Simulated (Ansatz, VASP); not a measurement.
## KCl: VASP beside Ansatz

```xyz
4
Lattice="5.3438 0.0000 0.0000 -2.6719 4.6279 0.0000 0.0000 0.0000 6.2392" Properties=species:S:1:pos:R:3 pbc="T T T"
K     0.0000    3.0852   -0.3899
K     2.6719    1.5426    2.7296
Cl    0.0000    3.0852    2.7296
Cl    2.6719    1.5426    5.8492
```

Alike in both runs: task single point; functional r2SCAN; k mesh 6 × 6 × 4; no spin polarisation.

|  | VASP | Ansatz |
| --- | --- | --- |
| version | VASP 6.6.1 | Ansatz 0.2.0 |
| potentials or method | VASP PAW PBE potentials, release 64 (K_sv, Cl) | plane waves, PAW |
| plane-wave cutoff (eV) | 520 | 500 |
| occupations | gaussian, width 0.01 eV | fixed |
| valence electrons in the cell | 32 | 32 |

```csv
,VASP,Ansatz,Ansatz less VASP
gap on the k mesh at the Fermi level (eV),5.36,5.35,-0.002
```

VASP's potentials were made for PBE, not for r2SCAN.
